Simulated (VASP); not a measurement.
Write the native input for VASP 6.6.1 that does the following.

| Quantity | Value |
| --- | --- |
| Task | single point |
| Functional | revPBE |
| Potentials or basis | VASP PAW PBE potentials, release 64 (Te) |
| Cutoff | 520 eV |
| k mesh | 11 × 11 × 8 |
| Occupations | fermi-dirac, width 0.1 eV |
| Spin | no spin polarisation |
| Dipole correction | no |
| Further INCAR settings | ALGO = Normal; EDIFF = 1e-06; NBANDS = 13; ISYM = 0 |

The structure of Te lies in POSCAR:

```
Te
1.0
   -4.9972714815      4.6043585266      1.5787463008
    4.6043585266     -4.9972714815      1.5787463008
    4.1504805201      4.1504805201     -2.2983670972
Te
2
Direct
    0.0815330253      0.9184669747      1.0000000000
    0.6684669747      0.3315330253      0.5000000000
```

One way to write it, as run:

INCAR

```
PREC     = Accurate       # precision mode
ENCUT    = 520            # plane-wave cutoff, eV
EDIFF    = 1E-6           # SCF threshold, eV
ISMEAR   = -1             # smearing method
SIGMA    = 0.1            # smearing width, eV
LREAL    = F              # projectors in reciprocal space
LASPH    = T              # aspherical terms in the spheres
NELM     = 100            # most SCF steps
ALGO     = Normal         # electronic algorithm
ISIF     = 2              # what is computed and relaxed
LWAVE    = F              # write WAVECAR
LCHARG   = T              # write CHGCAR
GGA      = RE             # functional
LELF     = T              # ELF
LVHAR    = T            
ISYM     = 0            
NBANDS   = 13             # bands
```

KPOINTS

```
regular mesh
0
Gamma
  11 11 8
```

Potentials or basis: VASP PAW PBE potentials, release 64 (Te).

Run with:

```bash
$ cat potpaw_PBE.64/Te/POTCAR > POTCAR
$ mpirun -np 1 vasp_std > vasp.out
```

It gave:

The pressure is 0.0 GPa and the largest force is 0.005 eV/Å. The band gap on the k mesh is zero (bands 6 and 7 overlap by 2.39 eV).

Caveat: the PAW data sets were made with another functional, which shifts forces and pressure a little; spin-orbit coupling is left out, which moves the levels of the heavy elements.

Run time: 36 min on 1 thread of Intel Xeon 8259CL, on a shared host, peak memory 0.83 GiB.
